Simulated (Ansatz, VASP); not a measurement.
**SiC in VASP and in Ansatz**

```xyz
4
Lattice="3.0888 0.0000 0.0000 -1.5444 2.6749 0.0000 0.0000 0.0000 5.4915" Properties=species:S:1:pos:R:3 pbc="T T T"
Si    0.0000    1.7833    0.0251
Si    1.5444    0.8916    2.7708
C     0.0000    1.7833    2.0892
C     1.5444    0.8916    4.8349
```

Alike in both runs: task relaxation of the atoms; functional PBE; k mesh 12 × 12 × 6; occupations gaussian, width 0.05 eV; no spin polarisation.

|  | VASP | Ansatz |
| --- | --- | --- |
| version | VASP 6.6.1 | Ansatz 0.2.0 |
| potentials or method | VASP PAW PBE potentials, release 64 (Si, C), cutoff 520 eV | scalar-relativistic, plane waves, PAW |
| valence electrons in the cell | 16 | 16 |

|  | VASP | Ansatz | Ansatz less VASP |
| --- | --- | --- | --- |
| gap on the k mesh at the Fermi level, each at its own relaxed structure (eV) | 2.09 | 2.09 | +0.007 |

Ansatz's warnings: stress scf threshold loose.
